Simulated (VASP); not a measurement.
Runs of VASP 6.6.1 on Rh. The structure is that of space group Cmcm (No. 63), or close to it. The cells are those of the table. 

```csv
cell,gap on the mesh (eV),pressure (GPa),largest force (eV/Å)
"a = 4.426, b = 4.426, c = 2.801 Å, angles 90.0, 90.0, 143.4°, 2 atoms",none,-13.4,0.10
"a = 4.370, b = 4.370, c = 2.766 Å, angles 90.0, 90.0, 143.4°, 2 atoms",none,-7.6,0.04
"a = 4.195, b = 4.195, c = 2.655 Å, angles 90.0, 90.0, 143.4°, 2 atoms",none,(a),0.21
"a = 4.134, b = 4.134, c = 2.616 Å, angles 90.0, 90.0, 143.4°, 2 atoms",none,37.7,0.33
```

Alike in all rows: task single point; level RPBE; potentials or basis VASP PAW PBE potentials, release 64 (Rh_pv); no spin polarisation; k mesh 14 × 14 × 13; cutoff (eV) 520; smearing fermi-dirac 0.1 eV.

Fill in the values left out.

(a) 21.9.

Caveats: the PAW data sets were made with another functional, which shifts forces and pressure a little; the cell stands under tension (at least some runs); the cell stands under pressure (at least some runs).

A k mesh can miss the band edges, and the runs leave out spin-orbit coupling on Rh.

A gap of «none» marks levels without a gap at the run's occupations.
